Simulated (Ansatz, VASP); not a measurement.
# Ge in VASP and in Ansatz

Contents of POSCAR:

```
Ge
1.0
    0.0000000000      2.8289100000      2.8289100000
    2.8289100000      0.0000000000      2.8289100000
    2.8289100000      2.8289100000      0.0000000000
Ge
2
Direct
    0.7500000000      0.7500000000      0.7500000000
    0.5000000000      0.5000000000      0.5000000000
```

The input INCAR.step1:

```
SYSTEM = Ge
ALGO = Normal
EDIFF = 1E-5
ENCUT = 520
GGA = PE
ISIF = 2
ISMEAR = -1
LASPH = .True.
LCHARG = .False.
LREAL = .False.
LWAVE = .True.
NBANDS = 21
NELM = 80
PREC = Accurate
SIGMA = 0.05
```

INCAR.step2

```
SYSTEM = Ge
AEXX = 0.25
ALGO = Normal
EDIFF = 1E-7
ENCUT = 520
ISIF = 2
ISMEAR = -1
ISTART = 1
LASPH = .True.
LCHARG = .False.
LHFCALC = .True.
LMIXTAU = .True.
LREAL = .False.
LWAVE = .False.
METAGGA = R2SCAN
NBANDS = 21
NELM = 80
PREC = Accurate
PRECFOCK = Normal
SIGMA = 0.05
```

The input KPOINTS:

```
k-points
0
Gamma
  4 4 4
  0 0 0
```

File input.yaml:

```yaml
crystal:
  lattice:
    - [0.0, 2.82891, 2.82891]
    - [2.82891, 0.0, 2.82891]
    - [2.82891, 2.82891, 0.0]
  atoms:
    - { symbol: Ge, position: [0.75, 0.75, 0.75] }
    - { symbol: Ge, position: [0.5, 0.5, 0.5] }
hamiltonian:
  xc: r2scan0
  pseudopotentials: { kind: paw }
kpoints:
  mp_grid: { grid: [4, 4, 4] }
scf:
  occupations: { method: fermi_dirac, width: 0.05 }
output:
  forces: true
  stress: true
  eigenvalues: true
```

Alike in both runs: task single point; functional r2SCAN0; k mesh 4 × 4 × 4; occupations fermi-dirac, width 0.05 eV; no spin polarisation.

|  | VASP | Ansatz |
| --- | --- | --- |
| version | VASP 6.6.1 | Ansatz 0.2.0 |
| potentials or method | VASP PAW PBE potentials, release 64 (Ge_d) | Ansatz PAW |
| plane-wave cutoff (eV) | 520 | 500 |
| valence electrons in the cell | 28 | 28 |

|  | VASP | Ansatz | Ansatz less VASP |
| --- | --- | --- | --- |
| gap on the k mesh at the Fermi level (eV) | 1.70 | 1.65 | -0.049 |
| least direct gap on the mesh (eV) | 1.82 | 1.78 | -0.042 |
| pressure (GPa) | -0.8 | -0.7 | +0.07 |

VASP's potentials were made for PBE, not for r2SCAN0.

The k mesh is coarse, so the values compare programs but aren't converged.
